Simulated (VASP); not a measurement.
The system is MnO.

```
Mn O
1.0
     0.00000    2.51854    2.51854
     2.51854    0.00000    2.51854
     2.51854    2.51854    0.00000
Mn O
1 1
Cartesian
  0.0000 0.0000 0.0000
  3.7778 3.7778 3.7778
```

* Program: VASP 6.6.1
* Task: relaxation of cell and atoms
* Functional: PBE
* Potentials or basis: VASP PAW PBE potentials, release 64 (Mn_pv, O)
* Cutoff: 600 eV
* k mesh: 8 × 8 × 8
* Occupations: gaussian, width 0.1 eV
* Spin: collinear spin, ferromagnetic start
* Starting moments: [4.54, 0.2] μB

At the start: pressure -12.2 GPa; volume 15.98 Å³/atom.

Q: Where does the relaxation end?

A: Over 3 steps the energy falls by 92.1 meV/atom and the volume is 13.83 Å³/atom (-13.4 %); space group F-43m (No. 216, to 0.1 Å) before and after; moment 5.00 μB per cell.

Step by step:
```
step  energy change (eV)  largest force (eV/Å)  pressure (GPa)  volume (Å³)
   1              0.0000                0.0000          -12.16        31.95
   2             -0.1697                0.0000            4.53        26.66
   3             -0.1842                0.0000            0.15        27.66
```

Final structure:
```
Mn O
1.0
     0.00000    2.40033    2.40033
     2.40033    0.00000    2.40033
     2.40033    2.40033    0.00000
Mn O
1 1
Direct
  0.00000 0.00000 0.00000
  0.75000 0.75000 0.75000
```

Caveat: a cell with one magnetic atom can't hold antiferromagnetic order, which such compounds often take.
